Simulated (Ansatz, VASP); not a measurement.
One calculation of NiO2, two programs

```xyz
3
Lattice="2.9395 0.0000 0.0000 -1.4698 2.5457 0.0000 0.0000 0.0000 4.3779" Properties=species:S:1:pos:R:3 pbc="T T T"
Ni    0.0000    0.0000    2.1890
O     1.4698    0.8486    3.0261
O     0.0000    1.6971    1.3519
```

Alike in both runs: task single point; functional PBEsol; k mesh 12 × 12 × 6; occupations gaussian, width 0.05 eV; no spin polarisation.

|  | VASP | Ansatz |
| --- | --- | --- |
| version | VASP 6.6.1 | Ansatz 0.2.0 |
| potentials or method | VASP PAW PBE potentials, release 64 (Ni_sv_GW, O), cutoff 700 eV | scalar-relativistic, plane waves, PAW |
| valence electrons in the cell | 30 | 30 |

```csv
,VASP,Ansatz,Ansatz less VASP
gap on the k mesh at the Fermi level (eV),0.62,0.63,+0.006
least direct gap on the mesh (eV),0.99,0.99,+0.005
pressure (GPa),-9.8,-9.6,+0.20
"traceless stress, the component that is largest in VASP (GPa)",12.72,13.15,+0.422
rms of the force components (eV/Å),0.207,0.198,-0.0086
```

VASP's potentials were made for PBE, not for PBEsol. Atom by atom the forces differ by 0.009 eV/Å (rms over components). The functional is the same, so the differences come from potentials, cutoffs and numerics.
